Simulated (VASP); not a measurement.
Set up this calculation in VASP 6.6.1, as the native input.

- Task: single point
- Functional: r2SCAN
- Potentials or basis: VASP PAW PBE potentials, release 64 (Mg, S)
- Cutoff: 520 eV
- k mesh: 6 × 6 × 6
- Occupations: gaussian, width 0.01 eV
- Spin: no spin polarisation
- Dipole correction: no
- Further INCAR settings: ALGO = Normal; EDIFF = 1e-07; NBANDS = 11

MgS (Niningerite):

```
CELL_PARAMETERS angstrom
0.00000 2.53034 2.53034
2.53034 0.00000 2.53034
2.53034 2.53034 0.00000
ATOMIC_POSITIONS crystal
Mg 0.00000 0.00000 0.00000
S 0.50000 0.50000 0.50000
```

These files were run (other wordings do the same):

POSCAR

```
MgS
1.0
    0.0000000000      2.5303357197      2.5303357197
    2.5303357197      0.0000000000      2.5303357197
    2.5303357197      2.5303357197      0.0000000000
Mg S
1 1
Direct
    0.0000000000      0.0000000000      0.0000000000
    0.5000000000      0.5000000000      0.5000000000
```

INCAR.step1

```
SYSTEM = MgS
ALGO = Normal
EDIFF = 1E-4
ENCUT = 520
GGA = PE
ISMEAR = 0
LASPH = .TRUE.
LCHARG = .FALSE.
LREAL = .FALSE.
LWAVE = .TRUE.
NBANDS = 11
NELM = 100
PREC = Accurate
SIGMA = 0.01
```

INCAR.step2

```
SYSTEM = MgS
ALGO = Normal
EDIFF = 1E-7
ENCUT = 520
ISIF = 2
ISMEAR = 0
ISTART = 1
LASPH = .TRUE.
LCHARG = .FALSE.
LMIXTAU = .TRUE.
LREAL = .FALSE.
LWAVE = .FALSE.
METAGGA = R2SCAN
NBANDS = 11
NELM = 100
PREC = Accurate
SIGMA = 0.01
```

KPOINTS

```
k-points
0
G
  6 6 6
  0 0 0
```

Potentials or basis: VASP PAW PBE potentials, release 64 (Mg, S).

The run is started by

```bash
$ cat potpaw_PBE.64/Mg/POTCAR potpaw_PBE.64/S/POTCAR > POTCAR
$ cp INCAR.step1 INCAR
$ mpirun -np 1 vasp_std > vasp.out
$ cp INCAR.step2 INCAR
$ mpirun -np 1 vasp_std > vasp.out
```

Results of the run:

```yaml
Pressure: 7.4 GPa
Band_gap_on_the_k_mesh: 3.61 eV, indirect (least direct gap 5.35 eV)
```

Caveat: the PAW data sets were made with another functional, which shifts forces and pressure a little.

It took 21 s on 1 thread of Intel(R) Xeon(R) 6975P-C (Granite Rapids), with other jobs on the host, peak memory 0.16 GiB.
